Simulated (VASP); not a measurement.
Crystal: Be.

```
Be
1.0
     0.00000    1.59500    1.59500
     1.59500    0.00000    1.59500
     1.59500    1.59500    0.00000
Be
1
Direct
  0.00000 0.00000 0.00000
```

This isn't the form of Be at room conditions, which is hcp.

| Item | Value |
| --- | --- |
| Program | VASP 6.6.1 |
| Task | relaxation of cell and atoms |
| Functional | LDA |
| Potentials or basis | VASP PAW LDA potentials, release 64 (Be) |
| Cutoff | 600 eV |
| k mesh | 25 × 25 × 25 |
| Occupations | gaussian, width 0.05 eV |
| Spin | no spin polarisation |

At the start: pressure -8.6 GPa; volume 8.12 Å³/atom.

Task: How do energy, volume and symmetry change on relaxing?

Result: Over 3 steps the energy falls by 17.1 meV/atom and the volume is 7.53 Å³/atom (-7.2 %); space group Fm-3m (No. 225, to 0.1 Å) before and after.

Step by step:
| step | energy change (eV) | largest force (eV/Å) | pressure (GPa) | volume (Å³) |
| --- | --- | --- | --- | --- |
| 1 | 0.0000 | 0.0000 | -8.64 | 8.12 |
| 2 | -0.0167 | 0.0000 | -1.53 | 7.61 |
| 3 | -0.0171 | 0.0000 | -0.09 | 7.53 |

Final structure:
```
CELL_PARAMETERS angstrom
0.00000 1.55554 1.55554
1.55554 0.00000 1.55554
1.55554 1.55554 0.00000
ATOMIC_POSITIONS crystal
Be 0.00000 0.00000 0.00000
```
